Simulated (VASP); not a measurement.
Write the native input for VASP 6.6.1 that does the following.

| Item | Value |
| --- | --- |
| Task | single point |
| Functional | PBE |
| Potentials or basis | VASP PAW PBE potentials, release 64 (Ga_d, H) |
| Cutoff | 520 eV |
| k mesh | 4 × 4 × 4 |
| Occupations | gaussian, width 0.1 eV |
| Spin | no spin polarisation |
| Dipole correction | no |
| Further INCAR settings | ALGO = Normal; EDIFF = 1e-06; NBANDS = 18 |

The structure of GaH6 lies in POSCAR:

```
GaH6
1.0
    4.7911923380      0.0000000000      0.0000000000
    0.0000000000      4.7911923380      0.0000000000
    0.0000000000      0.0000000000      4.7911923380
Ga H
1 6
Direct
    0.0000000000      0.0000000000      0.0000000000
    0.5000000000      0.5000000000      0.0785177089
    0.5000000000      0.5000000000      0.9214822911
    0.0785177089      0.5000000000      0.5000000000
    0.9214822911      0.5000000000      0.5000000000
    0.5000000000      0.0785177089      0.5000000000
    0.5000000000      0.9214822911      0.5000000000
```

One way to write it, as run:

INCAR

```
SYSTEM = GaH6
  PREC = Accurate
  ENCUT = 520
  EDIFF = 1E-6
  ISMEAR = 0
  SIGMA = 0.1
  LREAL = .FALSE.
  LASPH = .TRUE.
  NELM = 80
  ALGO = Normal
  ISIF = 2
  LWAVE = .FALSE.
  LCHARG = .FALSE.
  GGA = PE
  NBANDS = 18
```

KPOINTS

```
Automatic mesh
0
G
  4 4 4
  0 0 0
```

Potentials or basis: VASP PAW PBE potentials, release 64 (Ga_d, H).

Run with:

```sh
$ cat potpaw_PBE.64/Ga_d/POTCAR potpaw_PBE.64/H/POTCAR > POTCAR
$ mpirun -np 1 vasp_std > vasp.out
```

Results of the run:

```yaml
Pressure: 0.0 GPa
Largest_force: 0.044 eV/Å
```

It took 15 s on 1 thread of Intel(R) Xeon(R) Platinum 8259CL CPU @ 2.50GHz (Skylake/Cascade Lake), on a shared host, peak memory 0.2 GiB.
